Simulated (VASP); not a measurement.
AgI: single point with HSE06

AgI:

```
Ag I
1.0
     4.65087    0.00000    0.00000
    -2.32544    4.02777    0.00000
     0.00000    0.00000    7.52330
Ag I
2 2
Direct
  0.33333 0.66667 0.99858
  0.66667 0.33333 0.49858
  0.33333 0.66667 0.37642
  0.66667 0.33333 0.87642
```

This cell differs from its parent crystal: uniaxial z strain -1.0%.

| Property | Result |
| --- | --- |
| Program | VASP 6.6.1 |
| Task | single point |
| Functional | HSE06 |
| Potentials or basis | VASP PAW PBE potentials, release 64 (Ag, I) |
| Cutoff | 400 eV |
| k mesh | 6 × 6 × 2 |
| Occupations | gaussian, width 0.01 eV |
| Spin | no spin polarisation |
| Dipole correction | no |
| Grid for exact exchange (PRECFOCK) | Normal |
| Further INCAR settings | ALGO = Normal; EDIFF = 1e-06; NBANDS = 26 |
| Share of exact exchange | 0.25 |
| Screening parameter | 0.2079 1/Å |

```json
{
  "Pressure": "0.6 GPa",
  "Band gap on the k mesh": "2.51 eV"
}
```

Stress tensor (GPa, compression positive):
```
0.53 0.00 0.00
0.00 0.53 0.00
0.00 0.00 0.69
```

Levels at points of the mesh, in eV from the valence-band top:
```tsv
k point	band 14	band 15	band 16	band 17	band 18	band 19	band 20	band 21	band 22	band 23
(0.00, 0.00, 0.00)	-0.73	-0.73	-0.06	0.00	0.00	2.51	3.76	6.94	6.94	7.22
(0.50, 0.00, 0.00)	-2.85	-2.29	-1.83	-1.04	-0.74	4.54	4.71	5.90	7.15	7.46
(0.00, 0.00, 0.50)	-1.77	-0.37	-0.37	-0.37	-0.37	3.80	3.80	6.80	6.80	7.23
(0.50, 0.00, 0.50)	-3.15	-1.29	-1.29	-1.23	-1.23	4.43	4.43	6.02	6.02	8.53
```

Run time: 20 min on 4 MPI ranks on Intel(R) Xeon(R) Platinum 8259CL CPU @ 2.50GHz (Skylake/Cascade Lake), on a shared host, peak memory 0.34 GiB a rank.

Caveat: the cell differs from its parent crystal (uniaxial z strain -1.0%); the PAW data sets were made with another functional, which shifts forces and pressure a little; spin-orbit coupling is left out, which moves the levels of the heavy elements.
